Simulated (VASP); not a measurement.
TePt, 4 atoms in the cell. Symmetry: P6_3mc, No. 186, hexagonal system. Conventional cell: a = 4.111 Å, b = 4.111 Å, c = 5.446 Å, α = 90.00°, β = 90.00°, γ = 120.00°. Te (site symmetry 3m) has 6 Pt at 2.62 to 2.87 Å and 6 Te at 3.61 Å within 3.7 Å. Pt (site symmetry 3m) has 6 Te at 2.62 to 2.87 Å and 2 Pt at 2.72 Å within 3.5 Å.  This cell differs from its parent crystal: all Pt atoms moved -0.250 Å, as atom 3 along Cartesian [0 0 1].

```yaml
Program: VASP 6.6.1
Task: single point
Functional: r2SCAN
Potentials_or_basis: VASP PAW PBE potentials, release 64 (Te, Pt)
Cutoff: 520 eV
k_mesh: 12 × 12 × 10
Occupations: gaussian, width 0.15 eV
Spin: no spin polarisation
Dipole_correction: no
Further_INCAR_settings: ALGO = Normal; EDIFF = 1e-06; NBANDS = 24
```

Potentials or basis: VASP PAW PBE potentials, release 64 (Te, Pt).

Launch:

```console
$ cat potpaw_PBE.64/Te/POTCAR potpaw_PBE.64/Pt/POTCAR > POTCAR
$ cp INCAR.step1 INCAR
$ mpirun -np 1 vasp_std > vasp.out
$ cp INCAR.step2 INCAR
$ mpirun -np 1 vasp_std > vasp.out
```

Hardware: 1 thread of Intel(R) Xeon(R) Platinum 8488C (Sapphire Rapids) (shared host).

Task: How long does it take, and how much memory?

Result: It took 6 min on 1 thread of Intel(R) Xeon(R) Platinum 8488C (Sapphire Rapids) (shared host), peak memory 0.35 GiB. Counts: k points 114.
